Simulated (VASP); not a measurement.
**Nb: single point with PBE**

Crystal: Nb.

```
Nb
1.0
     0.00000    2.08642    2.08642
     2.08642    0.00000    2.08642
     2.08642    2.08642    0.00000
Nb
1
Direct
  0.00000 0.00000 0.00000
```

```
Program             : VASP 6.6.1
Task                : single point
Functional          : PBE
Potentials or basis : VASP PAW PBE potentials, release 64 (Nb_sv)
Cutoff              : 520 eV
k mesh              : 9 × 9 × 9
Occupations         : fermi-dirac, width 0.1 eV
Spin                : no spin polarisation
```

| Property | Result |
| --- | --- |
| Pressure | 6.3 GPa |

Levels at points of the mesh, in eV from the Fermi level:
```csv
k point,band 4,band 5,band 6,band 7,band 8,band 9
"(0.00, 0.00, 0.00)",-30.08,-6.29,0.09,0.09,0.09,2.80
```

It took 3.3 s on 1 thread of Intel(R) Xeon(R) 6975P-C (Granite Rapids), with other jobs on the host, peak memory 0.14 GiB.
